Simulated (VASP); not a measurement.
Write the native input for VASP 6.6.1 that does the following.

```yaml
Task: single point
Functional: PBEsol
Potentials_or_basis: VASP PAW PBE potentials, release 64 (Ta_pv, N)
Cutoff: 520 eV
k_mesh: 18 × 18 × 18
Occupations: gaussian, width 0.15 eV
Spin: no spin polarisation
Dipole_correction: no
Further_INCAR_settings: ALGO = Normal; EDIFF = 1e-07; NBANDS = 15
```

The structure of TaN lies in POSCAR:

```
TaN
1.0
    0.0000000000      2.1572100000      2.1790000000
    2.1572100000      0.0000000000      2.1790000000
    2.1572100000      2.1572100000      0.0000000000
Ta N
1 1
Direct
    0.5000000000      0.5000000000      0.5000000000
    0.0000000000      0.0000000000      0.0000000000
```

This cell differs from its parent crystal: strain -0.0100 x Voigt [1, 1, 0, 0, 0, 0].

One way to write it, as run:

INCAR

```
SYSTEM = TaN
ALGO = Normal
EDIFF = 1E-7
ENCUT = 520
GGA = PS
ISIF = 2
ISMEAR = 0
LASPH = .TRUE.
LCHARG = .FALSE.
LREAL = .FALSE.
LWAVE = .FALSE.
NBANDS = 15
NELM = 80
PREC = Accurate
SIGMA = 0.15
```

KPOINTS

```
k-points
0
G
  18 18 18
  0 0 0
```

Potentials or basis: VASP PAW PBE potentials, release 64 (Ta_pv, N).

Launch:

```bash
$ cat potpaw_PBE.64/Ta_pv/POTCAR potpaw_PBE.64/N/POTCAR > POTCAR
$ mpirun -np 1 vasp_std > vasp.out
```

It gave:

```yaml
Pressure: 13.6 GPa
Band_gap_on_the_k_mesh: zero (band 8 reaches 11.94 eV, above the bottom of band 9 at 7.70 eV)
```

Caveat: the cell differs from its parent crystal (strain -0.0100 x Voigt [1, 1, 0, 0, 0, 0]); the PAW data sets were made with another functional, which shifts forces and pressure a little; spin-orbit coupling is left out, which moves the levels of the heavy elements.

Wall time 48 s on 1 thread of Intel(R) Xeon(R) 6975P-C (Granite Rapids) (shared host), peak memory 0.26 GiB.
